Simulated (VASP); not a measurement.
# Si6S in VASP: further runs

Si6S is run at these levels: PBE; tasks: single point.

Everything below comes from runs of VASP 6.6.1. Logs are shortened: lines on timing, memory, paths and dates and some standing lists are left out, and cuts for length are marked.

## (1) The cell of the first run

The cell holds a slab with vacuum, 7 atoms: a = 3.868 Å, b = 5.470 Å, c = 19.224 Å, α = 90.00°, β = 90.00°, γ = 90.00°.

## (2) Single point, PBE, collinear spin

INCAR

```
SYSTEM = Si6S
PREC = Accurate
ENCUT = 520
EDIFF = 1E-7
ISMEAR = 0
SIGMA = 0.05
LREAL = .FALSE.
LASPH = .TRUE.
NELM = 150
ALGO = Normal
ISIF = 2
LWAVE = .FALSE.
LCHARG = .FALSE.
ISPIN = 2
MAGMOM = 0 0 0 0 0 0 2
LORBIT = 11
LDIPOL = .TRUE.
IDIPOL = 3
DIPOL = 0.5 0.5 0.327
GGA = PE
NBANDS = 28
```

KPOINTS

```
regular mesh
0
G
  7 5 1
  0 0 0
```

POSCAR

```
Si6S
1.0
    3.8675355695      0.0000000000      0.0000000000
    0.0000000000      5.4695212554      0.0000000000
    0.0000000000      0.0000000000     19.2238421361
Si S
6 1
Direct
    0.5000000000      0.0000000000      0.2080749505
    0.0000000000      0.2500000000      0.2080749505
    0.0000000000      0.5024402202      0.3062860998
    0.5000000000      0.7475597798      0.3062860998
    0.5000000000      0.0098635024      0.4017845174
    0.0000000000      0.2401364976      0.4017845174
    0.5000000000      0.6765301691      0.4588577595
```

Potentials or basis: VASP PAW PBE potentials, release 64 (Si, S).

Started as:

```
cat potpaw_PBE.64/Si/POTCAR potpaw_PBE.64/S/POTCAR > POTCAR
mpirun -np 1 vasp_std > vasp.out
```

OUTCAR:

```text
SYSTEM = Si6S
   PREC = Accurate
   ENCUT = 520
   EDIFF = 1E-7
   ISMEAR = 0
   LREAL = .FALSE.
   LASPH = .TRUE.
   NELM = 150
   ISIF = 2
   ISPIN = 2
   LORBIT = 11
   GGA = PE

 ion  position               nearest neighbor table
   1  0.500  0.000  0.208-   4 2.34   2 2.37   2 2.37
   2  0.000  0.250  0.208-   3 2.34   1 2.37   1 2.37
   3  0.000  0.502  0.306-   6 2.33   2 2.34   4 2.35   4 2.35
   4  0.500  0.748  0.306-   5 2.33   1 2.34   3 2.35   3 2.35   7 2.96
   5  0.500  0.010  0.402-   7 2.13   6 2.31   6 2.31   4 2.33
   6  0.000  0.240  0.402-   5 2.31   5 2.31   3 2.33
   7  0.500  0.677  0.459-   5 2.13   4 2.96

  LATTYP: Found a simple orthorhombic cell.
 ALAT       =     3.8675355695
 B/A-ratio  =     1.4142135624
 C/A-ratio  =     4.9705663440

  Lattice vectors:

 A1 = (   3.8675355695,   0.0000000000,   0.0000000000)
 A2 = (   0.0000000000,   5.4695212554,   0.0000000000)
 A3 = (   0.0000000000,   0.0000000000,  19.2238421361)

Analysis of symmetry for initial positions (statically):
=====================================================================
 Subroutine PRICEL returns:
 Original cell was already a primitive cell.

 Routine SETGRP: Setting up the symmetry group for a
 simple orthorhombic supercell.

 Subroutine GETGRP returns: Found  2 space group operations
 (whereof  2 operations were pure point group operations)
 out of a pool of  8 trial point group operations.

The static configuration has the point symmetry C_1h.

Analysis of symmetry for dynamics (positions and initial velocities):
=====================================================================
 Subroutine PRICEL returns:
 Original cell was already a primitive cell.

 Routine SETGRP: Setting up the symmetry group for a
 simple orthorhombic supercell.

 Subroutine GETGRP returns: Found  2 space group operations
 (whereof  2 operations were pure point group operations)
 out of a pool of  8 trial point group operations.

The dynamic configuration has the point symmetry C_1h.

Analysis of structural, dynamic, and magnetic symmetry:
=====================================================================
 Subroutine PRICEL returns:
 Original cell was already a primitive cell.

 Routine SETGRP: Setting up the symmetry group for a
 simple orthorhombic supercell.

 Subroutine GETGRP returns: Found  2 space group operations
 (whereof  2 operations were pure point group operations)
 out of a pool of  8 trial point group operations.

The overall configuration has the point symmetry C_1h.

 Subroutine INISYM returns: Found  2 space group operations
 (whereof  2 operations are pure point group operations),
 and found     1 'primitive' translations

----------------------------------------------------------------------------------------

                                     Primitive cell

  volume of cell :     406.6529

  direct lattice vectors                    reciprocal lattice vectors
     3.867535570  0.000000000  0.000000000     0.258562586  0.000000000  0.000000000
     0.000000000  5.469521255  0.000000000     0.000000000  0.182831358  0.000000000
     0.000000000  0.000000000 19.223842136     0.000000000  0.000000000  0.052018738

  length of vectors
     3.867535570  5.469521255 19.223842136     0.258562586  0.182831358  0.052018738

  position of ions in fractional coordinates (direct lattice)
     0.500000000  0.000000000  0.208074950
     0.000000000  0.250000000  0.208074950
     0.000000000  0.502440220  0.306286100
     0.500000000  0.747559780  0.306286100
     0.500000000  0.009863502  0.401784517
     0.000000000  0.240136498  0.401784517
     0.500000000  0.676530169  0.458857759

  ion indices of the primitive-cell ions
   primitive index   ion index
                 1           1
                 2           2
                 3           3
                 4           4
                 5           5
                 6           6
                 7           7

[... 42 lines left out ...]
   total plane-waves  NPLWV = 181440
   dimension x,y,z NGX =    30 NGY =   42 NGZ =  144
   dimension x,y,z NGXF=    60 NGYF=   84 NGZF=  288
   ions per type =               6   1
   NGX,Y,Z   is equivalent  to a cutoff of  12.90, 12.77, 12.45 a.u.
   NGXF,Y,Z  is equivalent  to a cutoff of  25.79, 25.53, 24.91 a.u.
 SYSTEM =  Si6S
   PREC   = accura    normal or accurate (medium, high low for compatibility)
   ISTART =      0    job   : 0-new  1-cont  2-samecut
   ICHARG =      2    charge: 1-file 2-atom 10-const
   ISPIN  =      2    spin polarized calculation?
   LNONCOLLINEAR =      F non collinear calculations
   LSORBIT =      F    spin-orbit coupling
   LASPH  =      T    aspherical Exc in radial PAW
   ENCUT  =  520.0 eV  38.22 Ry    6.18 a.u.   7.19 10.17 35.74*2*pi/ulx,y,z
   NELM   =    150;   NELMIN=  2; NELMDL= -5     # of ELM steps
   EDIFF  = 0.1E-06   stopping-criterion for ELM
   LREAL  =      F    real-space projection
   EDIFFG = 0.1E-05   stopping-criterion for IOM
   NSW    =      0    number of steps for IOM
   IBRION =     -1    ionic relax: 0-MD 1-quasi-New 2-CG
   NFREE  =      0    steps in history (QN), initial steepest desc. (CG)
   ISIF   =      2    stress and relaxation
   ISYM   =      2    0-nonsym 1-usesym 2-fastsym
   POTIM  = 0.5000    time-step for ionic-motion
   TEBEG  =    0.0;   TEEND  =   0.0 temperature during run
   PSTRESS=    0.0 pullay stress
   NELECT =      30.0000    total number of electrons
   NUPDOWN=      -1.0000    fix difference up-down
   EMIN   =  10.00;   EMAX   =-10.00  energy-range for DOS
   EFERMI =   0.00;   METHOD = LEGACY
   ISMEAR =     0;   SIGMA  =   0.05  broadening in eV -4-tet -1-fermi 0-gaus
   EFERMI_NEDOS =   21; number of points for ismear=-14 and -15
   IALGO  =     38    algorithm
   IMIX   =      4    mixing-type and parameters
     AMIX     =   0.40;   BMIX     =  1.00
     AMIX_MAG =   1.60;   BMIX_MAG =  1.00
  volume/ion in A,a.u.               =      58.09       392.03
  Fermi-wavevector in a.u.,A,eV,Ry     =   0.686606  1.297496  6.414156  0.471427
  Thomas-Fermi vector in A             =   1.766882
   LORBIT       =     11    0 simple, 1 ext, 2 COOP (PROOUT), +10 PAW based schemes
   GGA     = PE    functional components
   LHFCALC =     F    Hartree Fock is set to
   AEXX    =    0.0000 exact exchange contribution
   IVDW    =     0    specifies the selected vdW correction
   LEPSILON=     F    determine dielectric tensor
   LRPA    =     F    only Hartree local field effects (RPA)
 spin polarized calculation
 Gauss-broadening in eV      SIGMA  =   0.05
  energy-cutoff  :      520.00
  volume of cell :      406.65
 maximum number of plane-waves:     10975
 NGX is ok and might be reduce to    30
   NGX = 15   NGY = 21   NGZ = 71

 dipolmoment           0.000000      0.000000     -0.219558 electrons x Angstroem

 number of electron      29.9999998 magnetization       0.0608701

 dipolmoment           0.000000      0.000000      0.085539 electrons x Angstroem

 Free energy of the ion-electron system (eV)
  ---------------------------------------------------
  ext. energy  EPLUGINS =         0.00000000
  ---------------------------------------------------
  free energy    TOTEN  =       -33.28639465 eV

  energy without entropy =      -33.27984344  energy(sigma->0) =      -33.28311905

 E-fermi :  -1.4425     XC(G=0):  -4.0407

 val. band max:       -1.4480088186   @ k =   0.4286   0.4000   0.0000
 cond. band min:      -1.3926999586   @ k =   0.1429   0.4000   0.0000
 fundamental gap:      0.0553088600
 Fermi energy:        -1.4425418034

 spin component 1

 k-point     1 :       0.0000    0.0000    0.0000
  band No.  band energies     occupation
      1     -14.3292      1.00000
      2     -12.3478      1.00000
      3     -10.6646      1.00000
      4      -9.5697      1.00000
      5      -8.7047      1.00000
      6      -6.7332      1.00000
[... 349 lines left out ...]
     26       4.4004      0.00000
     27       4.8166      0.00000
 Fermi energy:        -1.4425418034

 spin component 2

 k-point     1 :       0.0000    0.0000    0.0000
  band No.  band energies     occupation
      1     -14.3199      1.00000
      2     -12.3553      1.00000
      3     -10.6442      1.00000
      4      -9.5698      1.00000
      5      -8.7003      1.00000
      6      -6.7168      1.00000
[... 349 lines left out ...]
     26       4.4416      0.00000
     27       4.8573      0.00000
 [bands above 27 left out]

------------------------ aborting loop because EDIFF is reached ----------------------------------------

 vacuum level on the upper side and lower side of the slab       (xc-potential included)         0.261        -0.459

  FORCE on cell =-STRESS in cart. coord.  units (eV):
  Direction    XX          YY          ZZ          XY          YZ          ZX
  --------------------------------------------------------------------------------------
  -------------------------------------------------------------------------------------
  Total        0.3523493     -1.4963240      1.0505653      0.0000000      0.2351036      0.0000000
  in kB        1.3882261     -5.8953883      4.1391371      0.0000000      0.9262880      0.0000000
  external PRESSURE =      -0.1226750 kB  Pullay stress =       0.0000000 kB

 VOLUME and BASIS-vectors are now :
 -----------------------------------------------------------------------------
  energy-cutoff  :      520.00
  volume of cell :      406.65
      direct lattice vectors                 reciprocal lattice vectors
     3.867535570  0.000000000  0.000000000     0.258562586  0.000000000  0.000000000
     0.000000000  5.469521255  0.000000000     0.000000000  0.182831358  0.000000000
     0.000000000  0.000000000 19.223842136     0.000000000  0.000000000  0.052018738

 POSITION                                       TOTAL-FORCE (eV/Angst)
 -----------------------------------------------------------------------------------
      1.93377      0.00000      4.00000         0.000000      0.925563     -0.051860
      0.00000      1.36738      4.00000         0.000000     -0.780179      0.033463
      0.00000      2.74811      5.88800         0.000000      0.061580     -0.110338
      1.93377      4.08879      5.88800         0.000000     -0.491590     -0.471477
      1.93377      0.05395      7.72384         0.000000     -0.665966      0.832672
      0.00000      1.31343      7.72384         0.000000      0.962300     -0.169466
      1.93377      3.70030      8.82101         0.000000     -0.011708     -0.062995
 -----------------------------------------------------------------------------------
    total drift:                                0.000000      0.000090     -0.000103

  FREE ENERGIE OF THE ION-ELECTRON SYSTEM (eV)
  ---------------------------------------------------
  free  energy   TOTEN  =       -33.2863946458 eV

  energy  without entropy=      -33.2798434449  energy(sigma->0) =      -33.28311905

 vacuum level on the upper side and lower side of the slab         3.994         3.242

 total charge

# of ion       s       p       d       tot
------------------------------------------
    1        0.803   0.827   0.000   1.630
    2        0.793   0.842   0.000   1.635
    3        0.765   0.914   0.000   1.679
    4        0.783   0.878   0.000   1.661
    5        0.754   0.918   0.000   1.672
    6        0.807   0.834   0.000   1.640
    7        1.364   2.296   0.000   3.660
--------------------------------------------------
tot          6.069   7.507   0.000  13.576

 magnetization (x)

# of ion       s       p       d       tot
------------------------------------------
    1        0.010   0.061   0.000   0.071
    2       -0.010  -0.077   0.000  -0.087
    3        0.000  -0.002   0.000  -0.001
    4       -0.001  -0.009   0.000  -0.009
    5        0.002   0.003   0.000   0.005
    6        0.008   0.030   0.000   0.038
    7        0.001  -0.002   0.000  -0.002
--------------------------------------------------
tot          0.011   0.005   0.000   0.015
```

It took 13 min on 1 thread of Oxide Virtual Turin-like, shared host; peak memory 0.65 GiB.

Results:

```yaml
Free_energy: -33.2864 eV
Largest_force: 1.066 eV/Å
Net_moment: 0.06 μB per cell
Site_moments: Si +0.07, -0.09, -0.00, -0.01, +0.01, +0.04; S -0.00 μB
Valence_electrons_inside_the_program's_atomic_spheres: Si 1.63, 1.64, 1.68, 1.66, 1.67 (each value once); S 3.66
```

Forces in eV/Å, atoms in the order of the input:
```
Si   0.000  0.926 -0.052
Si   0.000 -0.780  0.033
Si   0.000  0.062 -0.110
Si   0.000 -0.492 -0.471
Si   0.000 -0.666  0.833
Si   0.000  0.962 -0.169
S    0.000 -0.012 -0.063
```

Levels at points of the mesh, in eV from the Fermi level:
Spin up:
| k point | band 13 | band 14 | band 15 | band 16 | band 17 | band 18 |
| --- | --- | --- | --- | --- | --- | --- |
| (0.00, 0.00, 0.00) | -0.60 | -0.35 | -0.04 | 0.49 | 1.06 | 1.57 |
Spin down:
```
           k point  band 13  band 14  band 15  band 16  band 17  band 18
(0.00, 0.00, 0.00)    -0.48    -0.37    -0.02     0.37     1.08     1.70
```

## (3) Single point, PBE, collinear spin

INCAR

```
SYSTEM = Si6S
  PREC = Accurate
  ENCUT = 520
  EDIFF = 1E-7
  ISMEAR = 0
  SIGMA = 0.05
  LREAL = .FALSE.
  LASPH = .TRUE.
  NELM = 150
  ALGO = Fast
  ISIF = 2
  LWAVE = .FALSE.
  LCHARG = .TRUE.
  ISPIN = 2
  MAGMOM = 0 0 0 0 0 0 2
  LORBIT = 11
  LDIPOL = .TRUE.
  IDIPOL = 3
  DIPOL = 0.5 0.5 0.334
  GGA = PE
  LELF = .TRUE.
  LVHAR = .TRUE.
  LVACPOTAV = .TRUE.
  NBANDS = 28
```

KPOINTS is that of step 2.

POSCAR, as its differences from that of step 2:

```diff
@@ -14,2 +14,2 @@
     0.0000000000      0.2401364976      0.4017845174
-    0.5000000000      0.6765301691      0.4588577595
+    0.5000000000      0.1765301691      0.5050974545
```

Potentials or basis: VASP PAW PBE potentials, release 64 (Si, S).

Started as:

```
cat potpaw_PBE.64/Si/POTCAR potpaw_PBE.64/S/POTCAR > POTCAR
mpirun -np 1 vasp_std > vasp.out
```

It took 10 min on 1 thread of Oxide Virtual Turin-like, shared host; peak memory 0.64 GiB.

The run converged. Its results:

```
Free energy                                           : -32.4930 eV
Largest force                                         : 0.580 eV/Å
Net moment                                            : 0.49 μB per cell
Site moments                                          : Si +0.12, +0.01, +0.00 (each value once); S +0.02 μB
Valence electrons inside the program's atomic spheres : Si 1.63, 1.67, 1.68, 1.65, 1.62 (each value once); S 3.63
```

Forces in eV/Å, atoms in the order of the input:
```
Si   0.000  0.558  0.159
Si   0.000 -0.508  0.060
Si   0.000  0.201 -0.069
Si   0.000 -0.551 -0.129
Si   0.000  0.494  0.098
Si   0.000  0.076 -0.091
S    0.000 -0.269 -0.027
```

Levels at points of the mesh, in eV from the Fermi level:
Spin up:
```
           k point  band 12  band 13  band 14  band 15  band 16  band 17  band 18  band 19
(0.00, 0.00, 0.00)    -1.44    -0.54    -0.12     0.08     0.36     0.46     1.49     2.42
```
Spin down:
| k point | band 12 | band 13 | band 14 | band 15 | band 16 | band 17 | band 18 | band 19 |
| --- | --- | --- | --- | --- | --- | --- | --- | --- |
| (0.00, 0.00, 0.00) | -1.31 | -0.48 | 0.00 | 0.33 | 0.38 | 0.47 | 1.54 | 2.59 |

Caveat: a moment this small can come from the mesh or the smearing.
